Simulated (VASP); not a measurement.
Write the native input for VASP 6.6.1 that does the following.

* Task: single point
* Functional: LDA
* Potentials or basis: VASP PAW LDA potentials, release 64 (Mn_pv, O)
* Cutoff: 520 eV
* k mesh: 8 × 8 × 8
* Occupations: fermi-dirac, width 0.03 eV
* Spin: collinear spin, ferromagnetic start
* Starting moments: [4.5, 0.0] μB
* Hubbard terms: Mn d U = 6.4 eV
* Dipole correction: no
* Further INCAR settings: ALGO = Normal; EDIFF = 1e-06; NBANDS = 20

The structure of MnO lies in POSCAR:

```
MnO
1.0
    0.0000000000      2.2050000000      2.2050000000
    2.2050000000      0.0000000000      2.2050000000
    2.2050000000      2.2050000000      0.0000000000
Mn O
1 1
Direct
    0.0000000000      0.0000000000      0.0000000000
    0.5000000000      0.5000000000      0.5000000000
```

One way to write it, as run:

INCAR

```
SYSTEM = MnO
  PREC = Accurate
  ENCUT = 520
  EDIFF = 1E-6
  ISMEAR = -1
  SIGMA = 0.03
  LREAL = .False.
  LASPH = .True.
  NELM = 150
  ALGO = Normal
  ISIF = 2
  LWAVE = .False.
  LCHARG = .False.
  ISPIN = 2
  MAGMOM = 4.5 0
  LORBIT = 11
  LMAXMIX = 4
  LDAU = .True.
  LDAUTYPE = 2
  LDAUL = 2 -1
  LDAUU = 6.4 0
  LDAUJ = 0 0
  LDAUPRINT = 1
  NBANDS = 20
```

KPOINTS

```
Automatic mesh
0
Gamma
  8 8 8
  0 0 0
```

Potentials or basis: VASP PAW LDA potentials, release 64 (Mn_pv, O).

Launch:

```sh
$ cat potpaw_LDA.64/Mn_pv/POTCAR potpaw_LDA.64/O/POTCAR > POTCAR
$ mpirun -np 1 vasp_std > vasp.out
```

It gave:

* Pressure: 0.2 GPa
* Band gap on the k mesh: 0.76 eV, indirect (least direct gap 2.92 eV)
* Net moment: 5.00 μB per cell
* Site moments: Mn +4.65; O +0.13 μB
* Valence electrons inside the program's atomic spheres: Mn 11.40; O 4.99

Caveat: a cell with one magnetic atom can't hold antiferromagnetic order, which such compounds often take.

It took 14 s on 1 thread of Intel Xeon 6975P-C, on a shared host, peak memory 0.14 GiB.
